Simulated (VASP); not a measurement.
# O (P4/mmm) in VASP: further runs

The runs below take O through single point, with PBEsol.

All numbers are computed with VASP 6.6.1; they aren't measurements. Logs are shortened: lines on timing, memory, paths and dates and some standing lists are left out, and cuts for length are marked.

### 1 The cell of the first run

It takes space group P4/mmm (No. 123, tetragonal). The conventional cell has a = 1.776 Å, b = 1.776 Å, c = 3.053 Å, α = 90.00°, β = 90.00°, γ = 90.00°. Within 2.4 Å of O (site symmetry 4/mmm) lie 4 O at 1.78 Å.

### 2 Single point, PBEsol

File INCAR:

```
SYSTEM = O
ALGO = Normal ; EDIFF = 1E-7
ENCUT = 520 ; GGA = PS
ISIF = 2 ; ISMEAR = -1
LASPH = .True. ; LCHARG = .False.
LREAL = .False. ; LWAVE = .False.
NBANDS = 9 ; NELM = 100
PREC = Accurate ; SIGMA = 0.05
```

File KPOINTS:

```
k-points
0
Gamma
  15 15 9
  0 0 0
```

File POSCAR:

```
O
1.0
    1.7755910000      0.0000000000      0.0000000000
    0.0000000000      1.7755910000      0.0000000000
    0.0000000000      0.0000000000      3.0530510000
O
1
Direct
    0.0000000000      0.0000000000      0.0000000000
```

Potentials or basis: VASP PAW PBE potentials, release 64 (O).

Started as:

```
$ cat potpaw_PBE.64/O/POTCAR > POTCAR
$ mpirun -np 1 vasp_std > vasp.out
```

OUTCAR:

```text
SYSTEM = O
   EDIFF = 1E-7
   ENCUT = 520
   GGA = PS
   ISIF = 2
   ISMEAR = -1
   LASPH = .True.
   LREAL = .False.
   NELM = 100
   PREC = Accurate

 ion  position               nearest neighbor table
   1  0.000  0.000  0.000-

  LATTYP: Found a simple tetragonal cell.
 ALAT       =     1.7755910000
 C/A-ratio  =     1.7194562261

  Lattice vectors:

 A1 = (   1.7755910000,   0.0000000000,   0.0000000000)
 A2 = (   0.0000000000,   1.7755910000,   0.0000000000)
 A3 = (   0.0000000000,   0.0000000000,   3.0530510000)

Analysis of symmetry for initial positions (statically):
=====================================================================
 Subroutine PRICEL returns:
 Original cell was already a primitive cell.

 Routine SETGRP: Setting up the symmetry group for a
 simple tetragonal supercell.

 Subroutine GETGRP returns: Found 16 space group operations
 (whereof 16 operations were pure point group operations)
 out of a pool of 16 trial point group operations.

The static configuration has the point symmetry D_4h.

Analysis of symmetry for dynamics (positions and initial velocities):
=====================================================================
 Subroutine PRICEL returns:
 Original cell was already a primitive cell.

 Routine SETGRP: Setting up the symmetry group for a
 simple tetragonal supercell.

 Subroutine GETGRP returns: Found 16 space group operations
 (whereof 16 operations were pure point group operations)
 out of a pool of 16 trial point group operations.

The dynamic configuration has the point symmetry D_4h.

 Subroutine INISYM returns: Found 16 space group operations
 (whereof 16 operations are pure point group operations),
 and found     1 'primitive' translations

----------------------------------------------------------------------------------------

                                     Primitive cell

  volume of cell :       9.6254

  direct lattice vectors                    reciprocal lattice vectors
     1.775591000  0.000000000  0.000000000     0.563192762  0.000000000  0.000000000
     0.000000000  1.775591000  0.000000000     0.000000000  0.563192762  0.000000000
     0.000000000  0.000000000  3.053051000     0.000000000  0.000000000  0.327541204

  length of vectors
     1.775591000  1.775591000  3.053051000     0.563192762  0.563192762  0.327541204

  position of ions in fractional coordinates (direct lattice)
     0.000000000  0.000000000  0.000000000

  ion indices of the primitive-cell ions
   primitive index   ion index
                 1           1

----------------------------------------------------------------------------------------

 KPOINTS: k-points

Automatic generation of k-mesh.
 Grid dimensions read from file:
 generate k-points for:   15   15    9

 Generating k-lattice:

  Cartesian coordinates                     Fractional coordinates (reciprocal lattice)
     0.037546184  0.000000000  0.000000000     0.066666667  0.000000000  0.000000000
     0.000000000  0.037546184  0.000000000     0.000000000  0.066666667  0.000000000
     0.000000000  0.000000000  0.036393467     0.000000000  0.000000000  0.111111111

  Length of vectors
     0.037546184  0.037546184  0.036393467

  Shift w.r.t. Gamma in fractional coordinates (k-lattice)
     0.000000000  0.000000000  0.000000000

 Subroutine IBZKPT returns following result:
 ===========================================

 Found    180 irreducible k-points:

 Following reciprocal coordinates:
            Coordinates               Weight
  0.000000  0.000000  0.000000      1.000000
  0.066667  0.000000  0.000000      4.000000
  0.133333  0.000000  0.000000      4.000000
  0.200000  0.000000  0.000000      4.000000
  0.266667  0.000000  0.000000      4.000000
  0.333333  0.000000  0.000000      4.000000
[... 16 lines left out ...]
  0.266667  0.200000  0.000000      8.000000
  0.333333  0.200000  0.000000      8.000000
 [... further k-points ...]
   k-points           NKPTS =    180   k-points in BZ     NKDIM =    180   number of bands    NBANDS=      9
   number of dos      NEDOS =    301   number of ions     NIONS =      1
   total plane-waves  NPLWV =   4704
   dimension x,y,z NGX =    14 NGY =   14 NGZ =   24
   dimension x,y,z NGXF=    28 NGYF=   28 NGZF=   48
   ions per type =               1
   NGX,Y,Z   is equivalent  to a cutoff of  13.11, 13.11, 13.07 a.u.
   NGXF,Y,Z  is equivalent  to a cutoff of  26.22, 26.22, 26.14 a.u.
 SYSTEM =  O
   PREC   = accura    normal or accurate (medium, high low for compatibility)
   ISTART =      0    job   : 0-new  1-cont  2-samecut
   ICHARG =      2    charge: 1-file 2-atom 10-const
   ISPIN  =      1    spin polarized calculation?
   LNONCOLLINEAR =      F non collinear calculations
   LSORBIT =      F    spin-orbit coupling
   LASPH  =      T    aspherical Exc in radial PAW
   ENCUT  =  520.0 eV  38.22 Ry    6.18 a.u.   3.30  3.30  5.68*2*pi/ulx,y,z
   NELM   =    100;   NELMIN=  2; NELMDL= -5     # of ELM steps
   EDIFF  = 0.1E-06   stopping-criterion for ELM
   LREAL  =      F    real-space projection
   EDIFFG = 0.1E-05   stopping-criterion for IOM
   NSW    =      0    number of steps for IOM
   IBRION =     -1    ionic relax: 0-MD 1-quasi-New 2-CG
   NFREE  =      0    steps in history (QN), initial steepest desc. (CG)
   ISIF   =      2    stress and relaxation
   ISYM   =      2    0-nonsym 1-usesym 2-fastsym
   POTIM  = 0.5000    time-step for ionic-motion
   TEBEG  =    0.0;   TEEND  =   0.0 temperature during run
   PSTRESS=    0.0 pullay stress
   NELECT =       6.0000    total number of electrons
   NUPDOWN=      -1.0000    fix difference up-down
   EMIN   =  10.00;   EMAX   =-10.00  energy-range for DOS
   EFERMI =   0.00;   METHOD = LEGACY
   ISMEAR =    -1;   SIGMA  =   0.05  broadening in eV -4-tet -1-fermi 0-gaus
   EFERMI_NEDOS =   21; number of points for ismear=-14 and -15
   IALGO  =     38    algorithm
   IMIX   =      4    mixing-type and parameters
     AMIX     =   0.40;   BMIX     =  1.00
     AMIX_MAG =   1.60;   BMIX_MAG =  1.00
  volume/ion in A,a.u.               =       9.63        64.96
  Fermi-wavevector in a.u.,A,eV,Ry     =   1.398466  2.642718 26.609014  1.955707
  Thomas-Fermi vector in A             =   2.521621
   LORBIT       =      0    0 simple, 1 ext, 2 COOP (PROOUT), +10 PAW based schemes
   GGA     = PS    functional components
   LHFCALC =     F    Hartree Fock is set to
   AEXX    =    0.0000 exact exchange contribution
   IVDW    =     0    specifies the selected vdW correction
   LEPSILON=     F    determine dielectric tensor
   LRPA    =     F    only Hartree local field effects (RPA)
 non-spin polarized calculation
  energy-cutoff  :      520.00
  volume of cell :        9.63
 maximum number of plane-waves:       277
 NGX is ok and might be reduce to    14
   NGX =  7   NGY =  7   NGZ = 11

 number of electron       6.0000005 magnetization

 Free energy of the ion-electron system (eV)
  ---------------------------------------------------
  ext. energy  EPLUGINS =         0.00000000
  ---------------------------------------------------
  free energy    TOTEN  =        -3.73754116 eV

  energy without entropy =       -3.73065573  energy(sigma->0) =       -3.73409845

 E-fermi :   0.3929     XC(G=0): -10.5729

 val. band max:        0.3742867934   @ k =   0.4000   0.2667   0.0000
 cond. band min:       0.4167767800   @ k =   0.4667   0.2667   0.2222
 fundamental gap:      0.0424899866
 Fermi energy:         0.3928899163

 k-point     1 :       0.0000    0.0000    0.0000
  band No.  band energies     occupation
      1     -22.2512      2.00000
      2      -4.0393      2.00000
      3       4.4043      0.00000
      4       4.4043      0.00000
      5       8.9190      0.00000
      6      28.4349      0.00000
      7      30.3066      0.00000
      8      34.5768      0.00000
      9      52.4301      0.00000

 k-point     2 :       0.0667    0.0000    0.0000
  band No.  band energies     occupation
      1     -22.1005      2.00000
      2      -3.9185      2.00000
      3       3.8028      0.00000
      4       4.4632      0.00000
      5       9.1213      0.00000
      6      28.3002      0.00000
      7      30.4909      0.00000
      8      34.9226      0.00000
      9      49.5371      0.00000

 k-point     3 :       0.1333    0.0000    0.0000
  band No.  band energies     occupation
      1     -21.6522      2.00000
      2      -3.5667      2.00000
      3       2.1867      0.00000
      4       4.6323      0.00000
      5       9.7195      0.00000
      6      27.8535      0.00000
      7      30.8970      0.00000
      8      35.5984      0.00000
      9      45.9285      0.00000

 k-point     4 :       0.2000    0.0000    0.0000
  band No.  band energies     occupation
      1     -20.9201      2.00000
      2      -3.0167      2.00000
      3      -0.0512      1.99972
      4       4.8874      0.00000
      5      10.7052      0.00000
      6      26.9888      0.00000
      7      31.1037      0.00000
      8      35.5716      0.00000
      9      43.3389      0.00000
[... 205 lines left out ...]
 k-point    22 :       0.2000    0.2000    0.0000
  band No.  band energies     occupation
      1     -19.6147      2.00000
      2      -2.0509      2.00000
      3       0.3195      1.62560
      4       1.0876      0.00000
      5      12.4469      0.00000
      6      26.8345      0.00000
      7      30.4273      0.00000
      8      36.3655      0.00000
      9      40.0971      0.00000

 k-point    23 :       0.2667    0.2000    0.0000
  band No.  band energies     occupation
      1     -18.6493      2.00000
      2      -1.7408      2.00000
      3      -1.4081      2.00000
      4       1.2583      0.00000
      5      13.7749      0.00000
      6      26.3368      0.00000
      7      29.2237      0.00000
      8      35.2007      0.00000
      9      38.4517      0.00000

 k-point    24 :       0.3333    0.2000    0.0000
  band No.  band energies     occupation
      1     -17.4997      2.00000
      2      -4.0698      2.00000
      3      -0.7351      2.00000
      4       1.7305      0.00000
      5      15.4533      0.00000
      6      25.4790      0.00000
      7      27.3195      0.00000
      8      33.4125      0.00000
      9      37.5404      0.00000

 [... further k-points ...]

------------------------ aborting loop because EDIFF is reached ----------------------------------------

  FORCE on cell =-STRESS in cart. coord.  units (eV):
  Direction    XX          YY          ZZ          XY          YZ          ZX
  --------------------------------------------------------------------------------------
  -------------------------------------------------------------------------------------
  Total        0.0094007      0.0094007      0.0666168      0.0000000      0.0000000      0.0000000
  in kB        1.5647795      1.5647795     11.0885451      0.0000000      0.0000000      0.0000000
  external PRESSURE =       4.7393680 kB  Pullay stress =       0.0000000 kB

 VOLUME and BASIS-vectors are now :
 -----------------------------------------------------------------------------
  energy-cutoff  :      520.00
  volume of cell :        9.63
      direct lattice vectors                 reciprocal lattice vectors
     1.775591000  0.000000000  0.000000000     0.563192762  0.000000000  0.000000000
     0.000000000  1.775591000  0.000000000     0.000000000  0.563192762  0.000000000
     0.000000000  0.000000000  3.053051000     0.000000000  0.000000000  0.327541204

 POSITION                                       TOTAL-FORCE (eV/Angst)
 -----------------------------------------------------------------------------------
      0.00000      0.00000      0.00000         0.000000      0.000000      0.000000
 -----------------------------------------------------------------------------------
    total drift:                               -0.000000     -0.000000      0.000000

  FREE ENERGIE OF THE ION-ELECTRON SYSTEM (eV)
  ---------------------------------------------------
  free  energy   TOTEN  =        -3.7375411628 eV

  energy  without entropy=       -3.7306557274  energy(sigma->0) =       -3.73409845
```

Run time: 7.9 s. Hardware: 1 thread of Intel Xeon Platinum 8375C at 2.90GHz (Ice Lake), shared host; peak memory 0.12 GiB.

Results:

```
Free energy            : -3.7375 eV
Pressure               : 0.5 GPa
Band gap on the k mesh : zero (band 3 reaches 4.42 eV, above the bottom of band 4 at -0.62 eV)
```

Levels at points of the mesh, in eV from the Fermi level:
| k point | band 1 | band 2 | band 3 | band 4 | band 5 | band 6 | band 7 |
| --- | --- | --- | --- | --- | --- | --- | --- |
| (0.00, 0.00, 0.00) | -22.64 | -4.43 | 4.01 | 4.01 | 8.53 | 28.04 | 29.91 |

Caveat: the PAW data sets were made with another functional, which shifts forces and pressure a little.

### 3 Single point, PBEsol

File INCAR:

```
PREC = Accurate
ENCUT = 520
EDIFF = 1E-7
ISMEAR = -1
SIGMA = 0.05
LREAL = False
LASPH = True
NELM = 100
ALGO = Normal
ISIF = 2
LWAVE = False
LCHARG = False
GGA = PS
NBANDS = 9
```

File KPOINTS:

```
regular mesh
0
Gamma
  15 15 9
```

POSCAR is that of step 2.

Potentials or basis: VASP PAW PBE potentials, release 64 (O).

Started as:

```
$ cat potpaw_PBE.64/O/POTCAR > POTCAR
$ mpirun -np 1 vasp_std > vasp.out
```

It took 7.7 s on 1 thread of Intel Xeon Platinum 8375C at 2.90GHz (Ice Lake), shared host; peak memory 0.12 GiB.

The run converged. Its results:

| Item | Value |
| --- | --- |
| Free energy | -3.7375 eV |
| Pressure | 0.5 GPa |
| Band gap on the k mesh | zero (band 3 reaches 4.42 eV, above the bottom of band 4 at -0.62 eV) |

Stress tensor (GPa, compression positive):
```
0.16 0.00 0.00
0.00 0.16 0.00
0.00 0.00 1.11
```

Levels at points of the mesh, in eV from the Fermi level:
```
           k point  band 1  band 2  band 3  band 4  band 5  band 6
(0.00, 0.00, 0.00)  -22.64   -4.43    4.01    4.01    8.53   28.04
```

Caveat: the PAW data sets were made with another functional, which shifts forces and pressure a little.
